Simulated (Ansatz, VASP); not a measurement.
**FeCu: VASP beside Ansatz**

```
Fe Cu
1.0
     1.41223   -1.95195    0.00000
     1.41223    1.95195    0.00000
     0.00000    0.00000    4.06322
Fe Cu
1 1
Direct
  0.00000 0.00000 0.00000
  0.50000 0.50000 0.50000
```

Alike in both runs: task single point; functional PBEsol; k mesh 12 × 12 × 7; occupations gaussian, width 0.1 eV; collinear spin.

|  | VASP | Ansatz |
| --- | --- | --- |
| version | VASP 6.6.1 | Ansatz 0.2.0 |
| potentials or method | VASP PAW PBE potentials, release 64 (Fe, Cu), cutoff 520 eV | plane waves, PAW |
| valence electrons in the cell | 19 | 35 |

```tsv
	VASP	Ansatz	Ansatz less VASP
net moment per atom (μB)	1.22	1.22	+0.003
size of the moment on the site where the two differ most (μB)	0.07	0.10	+0.030
```

VASP's potentials were made for PBE, not for PBEsol. Site moments also hang on the region over which each program counts them. With one functional, cell and mesh, what is left measures potentials, basis and numerics. VASP's potentials hold 19 valence electrons a cell and Ansatz's 35, so a difference there can come from the potentials and not from the codes.
